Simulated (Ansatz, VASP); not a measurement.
## Two plane-wave programs on SiC

```
Si C
1.0
     1.54753   -2.68040    0.00000
     1.54753    2.68040    0.00000
     0.00000    0.00000   15.18619
Si C
6 6
Direct
  0.16667 0.83333 0.85770
  0.83333 0.16667 0.35770
  0.50000 0.50000 0.52448
  0.50000 0.50000 0.02448
  0.83333 0.16667 0.69121
  0.16667 0.83333 0.19121
  0.50000 0.50000 0.64984
  0.50000 0.50000 0.14984
  0.16667 0.83333 0.98270
  0.83333 0.16667 0.48270
  0.83333 0.16667 0.81621
  0.16667 0.83333 0.31621
```

Alike in both runs: functional PBE; k mesh 8 × 8 × 2; no spin polarisation.

Ansatz relaxed the structure, and its values are those at the end. VASP's run is a single point on that final structure, the one shown.

|  | VASP | Ansatz |
| --- | --- | --- |
| version | VASP 6.6.1 | Ansatz 0.2.0 |
| potentials or method | VASP PAW PBE potentials, release 64 (Si, C) | scalar-relativistic, plane waves, PAW |
| plane-wave cutoff (eV) | 520 | 420 |
| occupations | gaussian, width 0.01 eV | fixed |
| valence electrons in the cell | 48 | 48 |

Ansatz gave:

```
pressure (GPa) : 0.0
```

Q: What did VASP give for the same quantities?

A: Pressure (GPa): -0.1.
